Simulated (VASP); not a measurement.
# ZrO2 (Cubic zirconia) (Fm-3m) in VASP: further runs

Runs on ZrO2 (Cubic zirconia). Level: PBEsol. Tasks: single point, relaxation of cell and atoms.

Everything below comes from runs of VASP 6.6.1. Logs are shortened: lines on timing, memory, paths and dates and some standing lists are left out, and cuts for length are marked.

**1. The cell of the first run**

It takes space group Fm-3m (No. 225, cubic). The conventional cell has a = 5.064 Å, b = 5.064 Å, c = 5.064 Å, α = 90.00°, β = 90.00°, γ = 90.00°. Within 2.9 Å of Zr (site symmetry m-3m) lie 8 O at 2.19 Å. O (site symmetry -43m) has 4 Zr at 2.19 Å and 6 O at 2.53 Å within 2.9 Å.

**2. Single point, PBEsol**

Input file INCAR:

```
PREC = Accurate ; ENCUT = 600
EDIFF = 1E-6 ; ISMEAR = 0
SIGMA = 0.01 ; LREAL = F
LASPH = T ; NELM = 120
ALGO = Normal ; ISIF = 2
LWAVE = F ; LCHARG = T
GGA = PS ; LELF = T
LVHAR = T ; NBANDS = 19
GGA_COMPAT = F
```

Input file KPOINTS:

```
regular mesh
0
Gamma
  5 5 5
```

Input file POSCAR:

```
ZrO2
1.0
    0.0000000000      2.5321217647      2.5321217647
    2.5321217647      0.0000000000      2.5321217647
    2.5321217647      2.5321217647      0.0000000000
Zr O
1 2
Direct
    0.0000000000      0.0000000000      0.0000000000
    0.2500000000      0.2500000000      0.2500000000
    0.7500000000      0.7500000000      0.7500000000
```

Potentials or basis: VASP PAW PBE potentials, release 64 (Zr_sv, O).

Launch:

```bash
cat potpaw_PBE.64/Zr_sv/POTCAR potpaw_PBE.64/O/POTCAR > POTCAR
mpirun -np 1 vasp_std > vasp.out
```

OUTCAR:

```text
PREC = Accurate
   ENCUT = 600
   EDIFF = 1E-6
   ISMEAR = 0
   LREAL = F
   LASPH = T
   NELM = 120
   ISIF = 2
   GGA = PS

 ion  position               nearest neighbor table
   1  0.000  0.000  0.000-   2 2.19   3 2.19   3 2.19   3 2.19   3 2.19   2 2.19   2 2.19   2 2.19

   2  0.250  0.250  0.250-   1 2.19   1 2.19   1 2.19   1 2.19
   3  0.750  0.750  0.750-   1 2.19   1 2.19   1 2.19   1 2.19

  LATTYP: Found a face centered cubic cell.
 ALAT       =     5.0642435294

  Lattice vectors:

 A1 = (   0.0000000000,   2.5321217647,   2.5321217647)
 A2 = (   2.5321217647,   0.0000000000,   2.5321217647)
 A3 = (   2.5321217647,   2.5321217647,   0.0000000000)

Analysis of symmetry for initial positions (statically):
=====================================================================
 Subroutine PRICEL returns:
 Original cell was already a primitive cell.

 Routine SETGRP: Setting up the symmetry group for a
 face centered cubic supercell.

 Subroutine GETGRP returns: Found 48 space group operations
 (whereof 48 operations were pure point group operations)
 out of a pool of 48 trial point group operations.

The static configuration has the point symmetry O_h .

Analysis of symmetry for dynamics (positions and initial velocities):
=====================================================================
 Subroutine PRICEL returns:
 Original cell was already a primitive cell.

 Routine SETGRP: Setting up the symmetry group for a
 face centered cubic supercell.

 Subroutine GETGRP returns: Found 48 space group operations
 (whereof 48 operations were pure point group operations)
 out of a pool of 48 trial point group operations.

The dynamic configuration has the point symmetry O_h .

 Subroutine INISYM returns: Found 48 space group operations
 (whereof 48 operations are pure point group operations),
 and found     1 'primitive' translations

----------------------------------------------------------------------------------------

                                     Primitive cell

  volume of cell :      32.4701

  direct lattice vectors                    reciprocal lattice vectors
     0.000000000  2.532121765  2.532121765    -0.197462858  0.197462858  0.197462858
     2.532121765  0.000000000  2.532121765     0.197462858 -0.197462858  0.197462858
     2.532121765  2.532121765  0.000000000     0.197462858  0.197462858 -0.197462858

  length of vectors
     3.580960941  3.580960941  3.580960941     0.342015702  0.342015702  0.342015702

  position of ions in fractional coordinates (direct lattice)
     0.000000000  0.000000000  0.000000000
     0.250000000  0.250000000  0.250000000
     0.750000000  0.750000000  0.750000000

  ion indices of the primitive-cell ions
   primitive index   ion index
                 1           1
                 2           2
                 3           3

----------------------------------------------------------------------------------------

 KPOINTS: regular mesh

Automatic generation of k-mesh.
 Grid dimensions read from file:
 generate k-points for:    5    5    5

 Generating k-lattice:

  Cartesian coordinates                     Fractional coordinates (reciprocal lattice)
    -0.039492572  0.039492572  0.039492572     0.200000000  0.000000000  0.000000000
     0.039492572 -0.039492572  0.039492572     0.000000000  0.200000000  0.000000000
     0.039492572  0.039492572 -0.039492572     0.000000000  0.000000000  0.200000000

  Length of vectors
     0.068403140  0.068403140  0.068403140

  Shift w.r.t. Gamma in fractional coordinates (k-lattice)
     0.000000000  0.000000000  0.000000000

 Subroutine IBZKPT returns following result:
 ===========================================

 Found     10 irreducible k-points:

 Following reciprocal coordinates:
            Coordinates               Weight
  0.000000  0.000000  0.000000      1.000000
  0.200000  0.000000  0.000000      8.000000
  0.400000  0.000000  0.000000      8.000000
  0.200000  0.200000  0.000000      6.000000
  0.400000  0.200000  0.000000     24.000000
 -0.400000  0.200000  0.000000     24.000000
 -0.200000  0.200000  0.000000     12.000000
  0.400000  0.400000  0.000000      6.000000
 -0.400000  0.400000  0.000000     12.000000
 -0.400000  0.400000  0.200000     24.000000
   k-points           NKPTS =     10   k-points in BZ     NKDIM =     10   number of bands    NBANDS=     19
   number of dos      NEDOS =    301   number of ions     NIONS =      3
   total plane-waves  NPLWV =  27000
   dimension x,y,z NGX =    30 NGY =   30 NGZ =   30
   dimension x,y,z NGXF=    60 NGYF=   60 NGZF=   60
   ions per type =               1   2
   NGX,Y,Z   is equivalent  to a cutoff of  13.93, 13.93, 13.93 a.u.
   NGXF,Y,Z  is equivalent  to a cutoff of  27.85, 27.85, 27.85 a.u.
 SYSTEM =  unknown system
   PREC   = accura    normal or accurate (medium, high low for compatibility)
   ISTART =      0    job   : 0-new  1-cont  2-samecut
   ICHARG =      2    charge: 1-file 2-atom 10-const
   ISPIN  =      1    spin polarized calculation?
   LNONCOLLINEAR =      F non collinear calculations
   LSORBIT =      F    spin-orbit coupling
   LASPH  =      T    aspherical Exc in radial PAW
   ENCUT  =  600.0 eV  44.10 Ry    6.64 a.u.   7.15  7.15  7.15*2*pi/ulx,y,z
   NELM   =    120;   NELMIN=  2; NELMDL= -5     # of ELM steps
   EDIFF  = 0.1E-05   stopping-criterion for ELM
   LREAL  =      F    real-space projection
   EDIFFG = 0.1E-04   stopping-criterion for IOM
   NSW    =      0    number of steps for IOM
   IBRION =     -1    ionic relax: 0-MD 1-quasi-New 2-CG
   NFREE  =      0    steps in history (QN), initial steepest desc. (CG)
   ISIF   =      2    stress and relaxation
   ISYM   =      2    0-nonsym 1-usesym 2-fastsym
   POTIM  = 0.5000    time-step for ionic-motion
   TEBEG  =    0.0;   TEEND  =   0.0 temperature during run
   PSTRESS=    0.0 pullay stress
   NELECT =      24.0000    total number of electrons
   NUPDOWN=      -1.0000    fix difference up-down
   EMIN   =  10.00;   EMAX   =-10.00  energy-range for DOS
   EFERMI =   0.00;   METHOD = LEGACY
   ISMEAR =     0;   SIGMA  =   0.01  broadening in eV -4-tet -1-fermi 0-gaus
   EFERMI_NEDOS =   21; number of points for ismear=-14 and -15
   IALGO  =     38    algorithm
   IMIX   =      4    mixing-type and parameters
     AMIX     =   0.40;   BMIX     =  1.00
     AMIX_MAG =   1.60;   BMIX_MAG =  1.00
  volume/ion in A,a.u.               =      10.82        73.04
  Fermi-wavevector in a.u.,A,eV,Ry     =   1.480190  2.797153 29.809835  2.190961
  Thomas-Fermi vector in A             =   2.594254
   LORBIT       =      0    0 simple, 1 ext, 2 COOP (PROOUT), +10 PAW based schemes
   GGA     = PS    functional components
   LHFCALC =     F    Hartree Fock is set to
   AEXX    =    0.0000 exact exchange contribution
   IVDW    =     0    specifies the selected vdW correction
   LEPSILON=     F    determine dielectric tensor
   LRPA    =     F    only Hartree local field effects (RPA)
 non-spin polarized calculation
 Gauss-broadening in eV      SIGMA  =   0.01
  energy-cutoff  :      600.00
  volume of cell :       32.47
 maximum number of plane-waves:      1103
 NGX is ok and might be reduce to    30
   NGX = 15   NGY = 15   NGZ = 15

 number of electron      23.9999997 magnetization

 Free energy of the ion-electron system (eV)
  ---------------------------------------------------
  ext. energy  EPLUGINS =         0.00000000
  ---------------------------------------------------
  free energy    TOTEN  =       -29.92940963 eV

  energy without entropy =      -29.92940963  energy(sigma->0) =      -29.92940963

 E-fermi :   7.2302     XC(G=0): -12.1388

 val. band max:        7.0610068252   @ k =  -0.4000   0.4000   0.0000
 cond. band min:      10.5831694388   @ k =   0.0000   0.0000   0.0000
 fundamental gap:      3.5221626136
 Fermi energy:         7.2302256070

 k-point     1 :       0.0000    0.0000    0.0000
  band No.  band energies     occupation
      1     -40.6180      2.00000
      2     -18.4818      2.00000
      3     -18.4818      2.00000
      4     -18.4818      2.00000
      5     -10.9525      2.00000
      6      -8.2848      2.00000
[... 11 lines left out ...]
     18      16.8475      0.00000
     19      21.5458      0.00000

 k-point     2 :       0.2000    0.0000    0.0000
  band No.  band energies     occupation
      1     -40.6001      2.00000
      2     -18.7642      2.00000
      3     -18.5085      2.00000
      4     -18.5085      2.00000
      5     -10.4283      2.00000
      6      -8.6367      2.00000
[... 11 lines left out ...]
     18      16.3310      0.00000
     19      20.8425      0.00000

 k-point     3 :       0.4000    0.0000    0.0000
  band No.  band energies     occupation
      1     -40.5710      2.00000
      2     -19.1675      2.00000
      3     -18.5512      2.00000
      4     -18.5512      2.00000
      5      -9.9598      2.00000
      6      -8.7056      2.00000
[... 11 lines left out ...]
     18      16.4549      0.00000
     19      20.9145      0.00000

 k-point     4 :       0.2000    0.2000    0.0000
  band No.  band energies     occupation
      1     -40.5942      2.00000
      2     -18.7937      2.00000
      3     -18.5486      2.00000
      4     -18.5486      2.00000
      5     -10.2067      2.00000
      6      -8.7916      2.00000
[... 99 lines left out ...]
     18      18.3757      0.00000
     19      22.8482      0.00000

 k-point     9 :      -0.4000    0.4000    0.0000
  band No.  band energies     occupation
      1     -40.5494      2.00000
      2     -19.1841      2.00000
      3     -18.8119      2.00000
      4     -18.6486      2.00000
      5      -9.4197      2.00000
      6      -8.8326      2.00000
[... 11 lines left out ...]
     18      19.7274      0.00000
     19      21.6994      0.00000

 k-point    10 :      -0.4000    0.4000    0.2000
  band No.  band energies     occupation
      1     -40.5531      2.00000
      2     -19.0822      2.00000
      3     -18.8672      2.00000
      4     -18.6449      2.00000
      5      -9.2069      2.00000
      6      -9.1117      2.00000
[... 11 lines left out ...]
     18      18.8140      0.00000
     19      22.5027      0.00000

------------------------ aborting loop because EDIFF is reached ----------------------------------------

  FORCE on cell =-STRESS in cart. coord.  units (eV):
  Direction    XX          YY          ZZ          XY          YZ          ZX
  --------------------------------------------------------------------------------------
  -------------------------------------------------------------------------------------
  Total        0.0431345      0.0431345      0.0431345      0.0000000      0.0000000     -0.0000000
  in kB        2.1283934      2.1283934      2.1283934      0.0000000      0.0000000     -0.0000000
  external PRESSURE =       2.1283934 kB  Pullay stress =       0.0000000 kB

 VOLUME and BASIS-vectors are now :
 -----------------------------------------------------------------------------
  energy-cutoff  :      600.00
  volume of cell :       32.47
      direct lattice vectors                 reciprocal lattice vectors
     0.000000000  2.532121765  2.532121765    -0.197462858  0.197462858  0.197462858
     2.532121765  0.000000000  2.532121765     0.197462858 -0.197462858  0.197462858
     2.532121765  2.532121765  0.000000000     0.197462858  0.197462858 -0.197462858

 POSITION                                       TOTAL-FORCE (eV/Angst)
 -----------------------------------------------------------------------------------
      0.00000      0.00000      0.00000        -0.000000     -0.000000      0.000000
      1.26606      1.26606      1.26606        -0.000000     -0.000000     -0.000000
      3.79818      3.79818      3.79818         0.000000      0.000000     -0.000000
 -----------------------------------------------------------------------------------
    total drift:                                0.000000     -0.000000      0.000000

  FREE ENERGIE OF THE ION-ELECTRON SYSTEM (eV)
  ---------------------------------------------------
  free  energy   TOTEN  =       -29.9294096310 eV

  energy  without entropy=      -29.9294096310  energy(sigma->0) =      -29.92940963
```

Run time: 19 s. Hardware: 1 thread of Intel Xeon Platinum 8488C (Sapphire Rapids), shared host; peak memory 0.16 GiB.

What came out:

```
Free energy            : -29.9294 eV
Pressure               : 0.2 GPa
Band gap on the k mesh : 3.52 eV, indirect (least direct gap 3.87 eV)
```

Levels at points of the mesh, in eV from the valence-band top:
| k point | band 10 | band 11 | band 12 | band 13 | band 14 | band 15 |
| --- | --- | --- | --- | --- | --- | --- |
| (0.00, 0.00, 0.00) | -0.35 | -0.35 | -0.35 | 3.52 | 3.52 | 6.68 |

Caveat: the k points lie up to 0.43 Å⁻¹ apart; the PAW data sets were made with another functional, which shifts forces and pressure a little. A hybrid or GW would open this gap; PBEsol tends to underestimate it.

(Continued in part 2 of 2.)
